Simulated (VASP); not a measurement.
# Ag (P6_3/mmc) in VASP: a series of runs, part 2 of 3

VASP 6.6.1. Earlier steps stand in the parts before.

**4. Single point, PBE (strain +0.015 along x and y, +0.000 along z)**

INCAR

```
PREC     = Accurate       # precision mode
ENCUT    = 520            # plane-wave cutoff, eV
EDIFF    = 1E-7           # SCF threshold, eV
ISMEAR   = 0              # smearing method
SIGMA    = 0.15           # smearing width, eV
LREAL    = False          # projectors in reciprocal space
LASPH    = True           # aspherical terms in the spheres
NELM     = 80             # most SCF steps
ALGO     = Fast           # electronic algorithm
ISIF     = 2              # what is computed and relaxed
LWAVE    = False          # write WAVECAR
LCHARG   = False          # write CHGCAR
GGA      = PE             # functional
NBANDS   = 30             # bands
```

KPOINTS

```
regular mesh
0
Gamma
  18 18 6
```

POSCAR

```
Ag
1.0
    2.9808697485      0.0000000000      0.0000000000
   -1.4904348742      2.5815089276      0.0000000000
    0.0000000000      0.0000000000      9.5635118913
Ag
4
Direct
    0.3333333333      0.6666666667      0.2500000000
    0.6666666667      0.3333333333      0.7500000000
    0.0000000000      0.0000000000      0.0000000000
    0.0000000000      0.0000000000      0.5000000000
```

Potentials or basis: VASP PAW PBE potentials, release 64 (Ag).

Started as:

```console
> cat potpaw_PBE.64/Ag/POTCAR > POTCAR
> mpirun -np 1 vasp_std > vasp.out
```

OUTCAR:

```text
PREC = Accurate
   ENCUT = 520
   EDIFF = 1E-7
   ISMEAR = 0
   LREAL = False
   LASPH = True
   NELM = 80
   ISIF = 2
   GGA = PE

 ion  position               nearest neighbor table
   1  0.333  0.667  0.250-   3 2.95   4 2.95   3 2.95   4 2.95   3 2.95   4 2.95
   2  0.667  0.333  0.750-   3 2.95   4 2.95   3 2.95   4 2.95   3 2.95   4 2.95
   3  0.000  0.000  0.000-   1 2.95   2 2.95   1 2.95   2 2.95   2 2.95   1 2.95
   4  0.000  0.000  0.500-   1 2.95   2 2.95   1 2.95   2 2.95   2 2.95   1 2.95

  LATTYP: Found a hexagonal cell.
 ALAT       =     2.9808697485
 C/A-ratio  =     3.2082957989

  Lattice vectors:

 A1 = (   2.9808697485,   0.0000000000,   0.0000000000)
 A2 = (  -1.4904348742,   2.5815089276,   0.0000000000)
 A3 = (   0.0000000000,   0.0000000000,   9.5635118913)

Analysis of symmetry for initial positions (statically):
=====================================================================
 Subroutine PRICEL returns:
 Original cell was already a primitive cell.

 Routine SETGRP: Setting up the symmetry group for a
 hexagonal supercell.

 Subroutine GETGRP returns: Found 24 space group operations
 (whereof 12 operations were pure point group operations)
 out of a pool of 24 trial point group operations.

The static configuration has the point symmetry D_3d.
 The point group associated with its full space group is D_6h.

Analysis of symmetry for dynamics (positions and initial velocities):
=====================================================================
 Subroutine PRICEL returns:
 Original cell was already a primitive cell.

 Routine SETGRP: Setting up the symmetry group for a
 hexagonal supercell.

 Subroutine GETGRP returns: Found 24 space group operations
 (whereof 12 operations were pure point group operations)
 out of a pool of 24 trial point group operations.

The dynamic configuration has the point symmetry D_3d.
[... 116 lines left out ...]
   NUPDOWN=      -1.0000    fix difference up-down
   EMIN   =  10.00;   EMAX   =-10.00  energy-range for DOS
   EFERMI =   0.00;   METHOD = LEGACY
   ISMEAR =     0;   SIGMA  =   0.15  broadening in eV -4-tet -1-fermi 0-gaus
   EFERMI_NEDOS =   21; number of points for ismear=-14 and -15
   IALGO  =     68    algorithm
   IMIX   =      4    mixing-type and parameters
     AMIX     =   0.40;   BMIX     =  1.00
     AMIX_MAG =   1.60;   BMIX_MAG =  1.00
  volume/ion in A,a.u.               =      18.40       124.16
  Fermi-wavevector in a.u.,A,eV,Ry     =   1.379159  2.606233 25.879368  1.902080
  Thomas-Fermi vector in A             =   2.504154
   LORBIT       =      0    0 simple, 1 ext, 2 COOP (PROOUT), +10 PAW based schemes
   GGA     = PE    functional components
   LHFCALC =     F    Hartree Fock is set to
   AEXX    =    0.0000 exact exchange contribution
   IVDW    =     0    specifies the selected vdW correction
   LEPSILON=     F    determine dielectric tensor
   LRPA    =     F    only Hartree local field effects (RPA)
 non-spin polarized calculation
 RMM-DIIS sequential band-by-band and
 Gauss-broadening in eV      SIGMA  =   0.15
  energy-cutoff  :      520.00
  volume of cell :       73.59
 maximum number of plane-waves:      2021
 NGX is ok and might be reduce to    24
   NGX = 11   NGY = 11   NGZ = 35

 number of electron      43.9999986 magnetization

 Free energy of the ion-electron system (eV)
  ---------------------------------------------------
  ext. energy  EPLUGINS =         0.00000000
  ---------------------------------------------------
  free energy    TOTEN  =       -10.84989752 eV

  energy without entropy =      -10.83658332  energy(sigma->0) =      -10.84324042

 E-fermi :   7.4172     XC(G=0): -11.7604

 val. band max:        7.4144203589   @ k =   0.2778   0.0556   0.3333
 cond. band min:       7.4803405492   @ k =   0.4444   0.0556   0.5000
 fundamental gap:      0.0659201904
 Fermi energy:         7.4171770256

 k-point     1 :       0.0000    0.0000    0.0000
  band No.  band energies     occupation
      1       0.1911      2.00000
      2       1.4872      2.00000
      3       1.5291      2.00000
      4       1.5320      2.00000
      5       2.8403      2.00000
      6       2.8403      2.00000
[... 781 lines left out ...]
     29      15.8954      0.00000
     30      16.9397      0.00000

 [... further k-points ...]
[... 5 lines left out ...]
  --------------------------------------------------------------------------------------
  -------------------------------------------------------------------------------------
  Total       -1.3553080     -1.3553080     -0.7341542     -0.0000000      0.0000000      0.0000000
  in kB      -29.5062863    -29.5062863    -15.9832045     -0.0000000      0.0000000      0.0000000
  external PRESSURE =     -24.9985924 kB  Pullay stress =       0.0000000 kB

 VOLUME and BASIS-vectors are now :
 -----------------------------------------------------------------------------
  energy-cutoff  :      520.00
  volume of cell :       73.59
      direct lattice vectors                 reciprocal lattice vectors
     2.980869748  0.000000000  0.000000000     0.335472558  0.193685172  0.000000000
    -1.490434874  2.581508928  0.000000000     0.000000000  0.387370343  0.000000000
     0.000000000  0.000000000  9.563511891     0.000000000  0.000000000  0.104564099

 POSITION                                       TOTAL-FORCE (eV/Angst)
 -----------------------------------------------------------------------------------
     -0.00000      1.72101      2.39088         0.000000      0.000000      0.000000
      1.49043      0.86050      7.17263        -0.000000      0.000000     -0.000000
      0.00000      0.00000      0.00000        -0.000000      0.000000      0.000000
      0.00000      0.00000      4.78176        -0.000000      0.000000      0.000000
 -----------------------------------------------------------------------------------
    total drift:                               -0.000000      0.000000      0.000000

  FREE ENERGIE OF THE ION-ELECTRON SYSTEM (eV)
  ---------------------------------------------------
  free  energy   TOTEN  =       -10.8498975220 eV

  energy  without entropy=      -10.8365833176  energy(sigma->0) =      -10.84324042
```

stdout:

```text
POSCAR found type information on POSCAR Ag
 POSCAR found :  1 types and       4 ions
 scaLAPACK will be used
 LDA part: xc-table for (Slater+PW92), standard interpolation
 POSCAR, INCAR and KPOINTS ok, starting setup
 FFT: planning ... GRIDC
 FFT: planning ... GRID_SOFT
 FFT: planning ... GRID
 WAVECAR not read
 entering main loop
```

It took 5.8 min on 1 thread of Intel Xeon 8259CL, shared host; peak memory 0.37 GiB.

What came out:

```yaml
Free_energy: -10.8499 eV
Pressure: -2.5 GPa
Band_gap_on_the_k_mesh: zero (bands 22 and 23 overlap by 6.16 eV)
```

Stress tensor (GPa, compression positive):
```
-2.95  0.00  0.00
 0.00 -2.95  0.00
 0.00  0.00 -1.60
```

Levels at points of the mesh, in eV from the Fermi level:
```
           k point  band 18  band 19  band 20  band 21  band 22  band 23  band 24  band 25  band 26  band 27
(0.00, 0.00, 0.00)    -3.55    -3.55    -3.34    -3.34    -2.98    -2.98    -0.07     3.43    10.94    10.96
(0.50, 0.00, 0.00)    -2.85    -2.82    -2.80    -0.09     0.84     0.88     1.42     3.86     3.96     7.13
(0.00, 0.00, 0.50)    -3.69    -3.13    -3.13    -3.13    -3.13    -2.17    -2.17     6.34     6.34    15.16
(0.50, 0.00, 0.50)    -2.97    -2.86    -2.86     0.26     0.26     1.28     1.28     4.42     4.42     5.99
```

Caveat: the cell differs from its parent crystal (strain +0.015 along x and y, +0.000 along z).

[end of part 2 of 3]

The gap in the log of VASP goes by the Fermi energy; the results here count the filled bands.